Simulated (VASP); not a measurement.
# Hg (P6/mmm) in VASP: further runs, part 2 of 2

VASP 6.6.1.

## (4) Single point, PBE+D3(BJ) (24.16 Å³/atom)

This run uses another cell than the first one, of 24.16 Å³/atom.

INCAR

```
PREC     = Accurate       # precision mode
ENCUT    = 520            # plane-wave cutoff, eV
EDIFF    = 1E-7           # SCF threshold, eV
ISMEAR   = 0              # smearing method
SIGMA    = 0.1            # smearing width, eV
LREAL    = F              # projectors in reciprocal space
LASPH    = T              # aspherical terms in the spheres
NELM     = 80             # most SCF steps
ALGO     = Fast           # electronic algorithm
ISIF     = 2              # what is computed and relaxed
LWAVE    = F              # write WAVECAR
LCHARG   = T              # write CHGCAR
GGA      = PE             # functional
IVDW     = 12             # dispersion correction
LELF     = T              # ELF
LVHAR    = T            
NBANDS   = 25             # bands
```

KPOINTS

```
regular mesh
0
Gamma
  9 9 14
```

POSCAR

```
Hg
1.0
    5.2174147398      0.0000000000      0.0000000000
   -2.6087073699      4.5184137067      0.0000000000
    0.0000000000      0.0000000000      3.0748284487
Hg
3
Direct
    0.3333333333      0.6666666667      0.5000000000
    0.0000000000      0.0000000000      0.0000000000
    0.6666666667      0.3333333333      0.5000000000
```

Potentials or basis: VASP PAW PBE potentials, release 64 (Hg).

Launch:

```bash
cat potpaw_PBE.64/Hg/POTCAR > POTCAR
mpirun -np 1 vasp_std > vasp.out
```

OUTCAR:

```text
PREC = Accurate
   ENCUT = 520
   EDIFF = 1E-7
   ISMEAR = 0
   LREAL = F
   LASPH = T
   NELM = 80
   ISIF = 2
   GGA = PE
   IVDW = 12
 IVDW          = 12

 ion  position               nearest neighbor table
   1  0.333  0.667  0.500-   3 3.01   3 3.01   3 3.01   2 3.38   2 3.38   2 3.38   2 3.38   2 3.38
                             2 3.38
   2  0.000  0.000  0.000-   1 3.38   3 3.38   1 3.38   3 3.38   1 3.38   1 3.38   3 3.38   3 3.38
                             3 3.38   3 3.38   1 3.38   1 3.38
   3  0.667  0.333  0.500-   1 3.01   1 3.01   1 3.01   2 3.38   2 3.38   2 3.38   2 3.38   2 3.38
                             2 3.38

  LATTYP: Found a hexagonal cell.
 ALAT       =     5.2174147398
 C/A-ratio  =     0.5893394721

  Lattice vectors:

 A1 = (   5.2174147398,   0.0000000000,   0.0000000000)
 A2 = (  -2.6087073699,   4.5184137067,   0.0000000000)
 A3 = (   0.0000000000,   0.0000000000,   3.0748284487)

Analysis of symmetry for initial positions (statically):
=====================================================================
 Subroutine PRICEL returns:
 Original cell was already a primitive cell.

 Routine SETGRP: Setting up the symmetry group for a
 hexagonal supercell.

[... 169 lines left out ...]

 E-fermi :   2.5057     XC(G=0): -10.7222

 val. band max:        2.4986979556   @ k =   0.2222   0.2222   0.4286
 cond. band min:       2.5273941165   @ k =   0.2222   0.0000   0.0714
 fundamental gap:      0.0286961609
 Fermi energy:         2.5056804466

 k-point     1 :       0.0000    0.0000    0.0000
  band No.  band energies     occupation
      1      -6.3121      2.00000
      2      -5.3625      2.00000
      3      -4.8359      2.00000
      4      -4.6266      2.00000
      5      -4.4292      2.00000
      6      -4.4292      2.00000
[... 661 lines left out ...]
     24      13.0480      0.00000
     25      13.5776      0.00000

 [... further k-points ...]

------------------------ aborting loop because EDIFF is reached ----------------------------------------

 Edisp (eV)   -1.30129

 E8    (eV) :    -0.5899

  FORCE on cell =-STRESS in cart. coord.  units (eV):
  Direction    XX          YY          ZZ          XY          YZ          ZX
  --------------------------------------------------------------------------------------
  -------------------------------------------------------------------------------------
  Total       1.01528     1.01528     1.08278     0.00000     0.00000    -0.00000
  in kB      22.44053    22.44053    23.93252     0.00000     0.00000    -0.00000
  external pressure =       22.94 kB  Pullay stress =        0.00 kB

 VOLUME and BASIS-vectors are now :
 -----------------------------------------------------------------------------
  energy-cutoff  :      520.00
  volume of cell :       72.49
      direct lattice vectors                 reciprocal lattice vectors
     5.217414740  0.000000000  0.000000000     0.191665806  0.110658305  0.000000000
    -2.608707370  4.518413707  0.000000000     0.000000000  0.221316609  0.000000000
     0.000000000  0.000000000  3.074828449     0.000000000  0.000000000  0.325221396

 POSITION                                       TOTAL-FORCE (eV/Angst)
 -----------------------------------------------------------------------------------
     -0.00000      3.01228      1.53741         0.000000      0.000000      0.000000
      0.00000      0.00000      0.00000        -0.000000      0.000000      0.000000
      2.60871      1.50614      1.53741        -0.000000      0.000000      0.000000
 -----------------------------------------------------------------------------------
    total drift:                                0.000000     -0.000000      0.000000

  FREE ENERGIE OF THE ION-ELECTRON SYSTEM (eV)
  ---------------------------------------------------
  free  energy   TOTEN  =        -1.6468841825 eV

  energy  without entropy=       -1.6441422480  energy(sigma->0) =       -1.64551322
```

OSZICAR:

```text
N       E                     dE             d eps       ncg     rms          rms(c)
DAV:   1     0.295687655832E+03    0.29569E+03   -0.18670E+04  4816   0.140E+03
DAV:   2     0.731416640112E+01   -0.28837E+03   -0.27333E+03  4882   0.368E+02
DAV:   3    -0.415245255638E+00   -0.77294E+01   -0.76915E+01  5708   0.669E+01
DAV:   4    -0.433365063010E+00   -0.18120E-01   -0.18110E-01  5244   0.290E+00
DAV:   5    -0.433391814817E+00   -0.26752E-04   -0.26750E-04  5667   0.114E-01    0.614E+00
RMM:   6    -0.351500760737E+00    0.81891E-01   -0.19794E-01  4854   0.342E+00    0.455E+00
RMM:   7    -0.346019038211E+00    0.54817E-02   -0.48075E-02  4996   0.136E+00    0.151E+00
RMM:   8    -0.345512200533E+00    0.50684E-03   -0.69287E-03  5029   0.878E-01    0.106E-01
RMM:   9    -0.345551070532E+00   -0.38870E-04   -0.22069E-04  5287   0.121E-01    0.379E-02
RMM:  10    -0.345592996023E+00   -0.41925E-04   -0.74068E-05  5146   0.893E-02    0.245E-02
RMM:  11    -0.345590574301E+00    0.24217E-05   -0.11007E-05  5317   0.260E-02    0.206E-03
RMM:  12    -0.345590669042E+00   -0.94741E-07   -0.48906E-07  4592   0.606E-03
   1 F= -.16468842E+01 E0= -.16455132E+01  d E =-.274193E-02
```

stdout:

```text
POSCAR found type information on POSCAR Hg
 POSCAR found :  1 types and       3 ions
 scaLAPACK will be used
 LDA part: xc-table for (Slater+PW92), standard interpolation
 POSCAR, INCAR and KPOINTS ok, starting setup
 FFT: planning ... GRIDC
 FFT: planning ... GRID_SOFT
 FFT: planning ... GRID
 WAVECAR not read
 entering main loop
```

Wall time 53 s (1 thread of Intel Xeon 6975P-C (Granite Rapids), shared host); peak memory 0.28 GiB.

What came out:

- Free energy: -1.6469 eV
- Pressure: 2.3 GPa
- Band gap on the k mesh: zero (bands 18 and 19 overlap by 4.28 eV)
- Dispersion energy per atom: -0.434 eV

Levels at points of the mesh, in eV from the Fermi level:
| k point | band 16 | band 17 | band 18 | band 19 | band 20 | band 21 |
| --- | --- | --- | --- | --- | --- | --- |
| (0.00, 0.00, 0.00) | -5.71 | -1.05 | -0.62 | 1.93 | 1.93 | 1.99 |
| (0.00, 0.00, 0.50) | -3.15 | -2.80 | 3.02 | 3.56 | 3.58 | 3.85 |

Caveat: spin-orbit coupling is left out, which moves the levels of the heavy elements.

## (5) Overview

| cell | further INCAR settings | gap on the mesh (eV) | pressure (GPa) |
| --- | --- | --- | --- |
| a = 5.104, b = 5.104, c = 3.008 Å, angles 90.0, 90.0, 120.0°, 3 atoms | ALGO = Fast; EDIFF = 1e-06; NBANDS = 25 | none | 5.4 |
| a = 5.161, b = 5.161, c = 3.042 Å, angles 90.0, 90.0, 120.0°, 3 atoms | ALGO = Fast; EDIFF = 1e-06; NBANDS = 25 | none | 3.6 |
| a = 5.217, b = 5.217, c = 3.075 Å, angles 90.0, 90.0, 120.0°, 3 atoms | ALGO = Fast; EDIFF = 1e-07; NBANDS = 25 | none | 2.3 |

Alike in all rows: task single point; level PBE+D3(BJ); potentials or basis VASP PAW PBE potentials, release 64 (Hg); no spin polarisation; k mesh 9 × 9 × 14; cutoff (eV) 520; smearing gaussian 0.1 eV.

Caveats: spin-orbit coupling is left out, which moves the levels of the heavy elements; the cell stands under pressure (at least some runs).

Absolute energies hang on the potentials; compare differences alone.
